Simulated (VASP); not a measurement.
# C (Fmmm) in VASP: further runs

Runs on C. Level: PBE+D3(BJ). Tasks: single point.

All numbers are computed with VASP 6.6.1; they aren't measurements. Logs are shortened: lines on timing, memory, paths and dates and some standing lists are left out, and cuts for length are marked.

## (1) The cell of the first run

The structure is orthorhombic, space group Fmmm (No. 69). Conventional cell: a = 2.467 Å, b = 4.271 Å, c = 6.979 Å, α = 90.00°, β = 90.00°, γ = 90.00°. C (site symmetry m2m) has 3 C at 1.42 Å within 1.9 Å.

## (2) Single point, PBE+D3(BJ) (9.19 Å³/atom)

The input, INCAR:

```
ALGO = Normal ; EDIFF = 1E-6
ENCUT = 520 ; GGA = PE
ISIF = 2 ; ISMEAR = 0
IVDW = 12 ; LASPH = True
LCHARG = False ; LREAL = False
LWAVE = False ; NBANDS = 11
NELM = 100 ; PREC = Accurate
SIGMA = 0.02
```

The input, KPOINTS:

```
k-points
0
Gamma
  18 18 18
```

The input, POSCAR:

```
C
1.0
    0.0000000000      2.1356724624      3.4894457976
    1.2335189467      0.0000000000      3.4894457976
    1.2335189467      2.1356724624      0.0000000000
C
2
Direct
    0.1666866216      0.8333133784      0.1666866216
    0.8333133784      0.1666866216      0.8333133784
```

Potentials or basis: VASP PAW PBE potentials, release 64 (C).

Launch:

```bash
$ cat potpaw_PBE.64/C/POTCAR > POTCAR
$ mpirun -np 1 vasp_std > vasp.out
```

OUTCAR:

```text
EDIFF = 1E-6
   ENCUT = 520
   GGA = PE
   ISIF = 2
   ISMEAR = 0
   IVDW = 12
   LASPH = True
   LREAL = False
   NELM = 100
   PREC = Accurate
 IVDW          = 12

 ion  position               nearest neighbor table
   1  0.167  0.833  0.167-   2 1.42   2 1.42   2 1.42
   2  0.833  0.167  0.833-   1 1.42   1 1.42   1 1.42

  LATTYP: Found a face centered orthorhombic cell.
 ALAT       =     2.4670378934
 B/A-ratio  =     1.7313657550
 C/A-ratio  =     2.8288546414

  Lattice vectors:

 A1 = (   0.0000000000,   2.1356724624,   3.4894457976)
 A2 = (   1.2335189467,   0.0000000000,   3.4894457976)
 A3 = (   1.2335189467,   2.1356724624,   0.0000000000)

Analysis of symmetry for initial positions (statically):
=====================================================================
 Subroutine PRICEL returns:
 Original cell was already a primitive cell.

 Routine SETGRP: Setting up the symmetry group for a
 face centered orthorhombic supercell.

 Subroutine GETGRP returns: Found  8 space group operations
 (whereof  8 operations were pure point group operations)
 out of a pool of  8 trial point group operations.

The static configuration has the point symmetry D_2h.

Analysis of symmetry for dynamics (positions and initial velocities):
=====================================================================
 Subroutine PRICEL returns:
 Original cell was already a primitive cell.

 Routine SETGRP: Setting up the symmetry group for a
 face centered orthorhombic supercell.

 Subroutine GETGRP returns: Found  8 space group operations
 (whereof  8 operations were pure point group operations)
 out of a pool of  8 trial point group operations.

The dynamic configuration has the point symmetry D_2h.

 Subroutine INISYM returns: Found  8 space group operations
 (whereof  8 operations are pure point group operations),
 and found     1 'primitive' translations

----------------------------------------------------------------------------------------

                                     Primitive cell

  volume of cell :      18.3851

  direct lattice vectors                    reciprocal lattice vectors
     0.000000000  2.135672462  3.489445798    -0.405344402  0.234118297  0.143289230
     1.233518947  0.000000000  3.489445798     0.405344402 -0.234118297  0.143289230
     1.233518947  2.135672462  0.000000000     0.405344402  0.234118297 -0.143289230

  length of vectors
[... 89 lines left out ...]
   ISYM   =      2    0-nonsym 1-usesym 2-fastsym
   POTIM  = 0.5000    time-step for ionic-motion
   TEBEG  =    0.0;   TEEND  =   0.0 temperature during run
   PSTRESS=    0.0 pullay stress
   NELECT =       8.0000    total number of electrons
   NUPDOWN=      -1.0000    fix difference up-down
   EMIN   =  10.00;   EMAX   =-10.00  energy-range for DOS
   EFERMI =   0.00;   METHOD = LEGACY
   ISMEAR =     0;   SIGMA  =   0.02  broadening in eV -4-tet -1-fermi 0-gaus
   EFERMI_NEDOS =   21; number of points for ismear=-14 and -15
   IALGO  =     38    algorithm
   IMIX   =      4    mixing-type and parameters
     AMIX     =   0.40;   BMIX     =  1.00
     AMIX_MAG =   1.60;   BMIX_MAG =  1.00
  volume/ion in A,a.u.               =       9.19        62.03
  Fermi-wavevector in a.u.,A,eV,Ry     =   1.240555  2.344308 20.939033  1.538975
  Thomas-Fermi vector in A             =   2.374990
   LORBIT       =      0    0 simple, 1 ext, 2 COOP (PROOUT), +10 PAW based schemes
   GGA     = PE    functional components
   LHFCALC =     F    Hartree Fock is set to
   AEXX    =    0.0000 exact exchange contribution
   IVDW    =    12    specifies the selected vdW correction
   LEPSILON=     F    determine dielectric tensor
   LRPA    =     F    only Hartree local field effects (RPA)
 non-spin polarized calculation
 Gauss-broadening in eV      SIGMA  =   0.02
  energy-cutoff  :      520.00
  volume of cell :       18.39
 maximum number of plane-waves:       516
   NGX = 15   NGY = 13   NGZ =  9

 number of electron       8.0000001 magnetization

 Free energy of the ion-electron system (eV)
  ---------------------------------------------------
  ext. energy  EPLUGINS =         0.00000000
  ---------------------------------------------------
  free energy    TOTEN  =       -18.43290882 eV

  energy without entropy =      -18.43290741  energy(sigma->0) =      -18.43290812

 E-fermi :   4.3331     XC(G=0): -10.0477

 val. band max:        4.3021523848   @ k =  -0.2778   0.0556   0.3333
 cond. band min:       4.3639999680   @ k =  -0.2222   0.1111   0.3333
 fundamental gap:      0.0618475832
 Fermi energy:         4.3330761894

 k-point     1 :       0.0000    0.0000    0.0000
  band No.  band energies     occupation
      1     -15.2725      2.00000
      2      -2.4107      2.00000
      3       1.3121      2.00000
      4       1.3224      2.00000
      5       8.3226      0.00000
      6      12.6469      0.00000
      7      12.6939      0.00000
      8      15.7151      0.00000
      9      16.8806      0.00000
     10      26.9199      0.00000
     11      28.6410      0.00000
[... 309 lines left out ...]
 k-point    24 :      -0.2222    0.0556    0.0000
  band No.  band energies     occupation
      1     -13.4430      2.00000
      2      -3.7766      2.00000
      3      -0.9608      2.00000
      4      -0.4971      2.00000
      5      10.4969      0.00000
      6      10.8991      0.00000
      7      12.3284      0.00000
      8      18.6700      0.00000
      9      20.3240      0.00000
     10      22.4936      0.00000
     11      27.5023      0.00000

 [... further k-points ...]

------------------------ aborting loop because EDIFF is reached ----------------------------------------

 Edisp (eV)   -0.29820

 E8    (eV) :    -0.0841

  FORCE on cell =-STRESS in cart. coord.  units (eV):
  Direction    XX          YY          ZZ          XY          YZ          ZX
  --------------------------------------------------------------------------------------
  -------------------------------------------------------------------------------------
  Total      -0.00906    -0.00899    -0.09652    -0.00000     0.00000     0.00000
  in kB      -0.78921    -0.78348    -8.41129    -0.00000     0.00000     0.00000
  external pressure =       -3.33 kB  Pullay stress =        0.00 kB

 VOLUME and BASIS-vectors are now :
 -----------------------------------------------------------------------------
  energy-cutoff  :      520.00
  volume of cell :       18.39
      direct lattice vectors                 reciprocal lattice vectors
     0.000000000  2.135672462  3.489445798    -0.405344402  0.234118297  0.143289230
     1.233518947  0.000000000  3.489445798     0.405344402 -0.234118297  0.143289230
     1.233518947  2.135672462  0.000000000     0.405344402  0.234118297 -0.143289230

 POSITION                                       TOTAL-FORCE (eV/Angst)
 -----------------------------------------------------------------------------------
      1.23352      0.71198      3.48945         0.000000     -0.000226      0.000000
      1.23352      3.55937      3.48945         0.000000      0.000226      0.000000
 -----------------------------------------------------------------------------------
    total drift:                               -0.000000     -0.000000      0.000000

  FREE ENERGIE OF THE ION-ELECTRON SYSTEM (eV)
  ---------------------------------------------------
  free  energy   TOTEN  =       -18.7311111913 eV

  energy  without entropy=      -18.7311097740  energy(sigma->0) =      -18.73111048
```

Run time: 99 s. Hardware: 1 thread of Intel Xeon 6975P-C (Granite Rapids), shared host; peak memory 0.26 GiB.

Results:

```yaml
Free_energy: -18.7311 eV
Pressure: -0.3 GPa
Dispersion_energy_per_atom: -0.149 eV
```

Stress tensor (GPa, compression positive):
```
-0.08  0.00  0.00
 0.00 -0.08  0.00
 0.00  0.00 -0.84
```

## (3) Single point, PBE+D3(BJ) (9.46 Å³/atom)

This run uses another cell than the first one, of 9.46 Å³/atom.

The input, INCAR:

```
SYSTEM = C
  PREC = Accurate
  ENCUT = 520
  EDIFF = 1E-7
  ISMEAR = 0
  SIGMA = 0.02
  LREAL = .False.
  LASPH = .True.
  NELM = 80
  ALGO = Normal
  ISIF = 2
  LWAVE = .False.
  LCHARG = .False.
  GGA = PE
  IVDW = 12
  NBANDS = 11
```

The input, KPOINTS:

```
regular mesh
0
Gamma
  18 18 18
  0 0 0
```

The input, POSCAR:

```
C
1.0
    0.0000000000      2.1368375390      3.5875062614
    1.2340745537      0.0000000000      3.5875062614
    1.2340745537      2.1368375390      0.0000000000
C
2
Direct
    0.1666821177      0.8333178823      0.1666821177
    0.8333178823      0.1666821177      0.8333178823
```

Potentials or basis: VASP PAW PBE potentials, release 64 (C).

Launch:

```bash
$ cat potpaw_PBE.64/C/POTCAR > POTCAR
$ mpirun -np 1 vasp_std > vasp.out
```

It took 80 s on 1 thread of Intel Xeon 6975P-C (Granite Rapids), shared host; peak memory 0.26 GiB.

It converged, with:

```yaml
Free_energy: -18.7278 eV
Pressure: -0.8 GPa
Dispersion_energy_per_atom: -0.144 eV
```

Stress tensor (GPa, compression positive):
```
-0.60  0.00  0.00
 0.00 -0.60  0.00
 0.00  0.00 -1.34
```

## (4) Single point, PBE+D3(BJ) (9.82 Å³/atom)

This run uses another cell than the first one, of 9.82 Å³/atom.

The input, INCAR:

```
SYSTEM = C
ALGO = Normal
EDIFF = 1E-6
ENCUT = 520
GGA = PE
ISIF = 2
ISMEAR = 0
IVDW = 12
LASPH = .TRUE.
LCHARG = .FALSE.
LREAL = .FALSE.
LWAVE = .FALSE.
NBANDS = 11
NELM = 100
PREC = Accurate
SIGMA = 0.02
```

The input, KPOINTS:

```
k-points
0
G
  18 18 18
  0 0 0
```

The input, POSCAR:

```
C
1.0
    0.0000000000      2.1378667426      3.7196579371
    1.2345502014      0.0000000000      3.7196579371
    1.2345502014      2.1378667426      0.0000000000
C
2
Direct
    0.1666779753      0.8333220247      0.1666779753
    0.8333220247      0.1666779753      0.8333220247
```

Launch:

```bash
$ cat potpaw_PBE.64/C/POTCAR > POTCAR
$ mpirun -np 1 vasp_std > vasp.out
```

Wall time 73 s (1 thread of Intel Xeon 6975P-C (Granite Rapids), shared host); peak memory 0.27 GiB.

Results (log left out):

| Item | Value |
| --- | --- |
| Free energy | -18.7213 eV |
| Pressure | -1.3 GPa |
| Dispersion energy per atom | -0.138 eV |

Stress tensor (GPa, compression positive):
```
-1.02  0.00  0.00
 0.00 -1.02  0.00
 0.00  0.00 -1.74
```

## (5) The runs side by side

| cell | pressure (GPa) |
| --- | --- |
| a = 4.091, b = 3.701, c = 2.466 Å, angles 80.4, 63.1, 36.5°, 2 atoms | -0.3 |
| a = 4.176, b = 3.794, c = 2.468 Å, angles 80.6, 63.7, 35.7°, 2 atoms | -0.8 |
| a = 4.290, b = 3.919, c = 2.469 Å, angles 80.9, 64.4, 34.6°, 2 atoms | -1.3 |

Alike in all rows: task single point; level PBE+D3(BJ); potentials or basis VASP PAW PBE potentials, release 64 (C); no spin polarisation; k mesh 18 × 18 × 18; cutoff (eV) 520; smearing gaussian 0.02 eV.

Absolute energies hang on the potentials; compare differences alone.
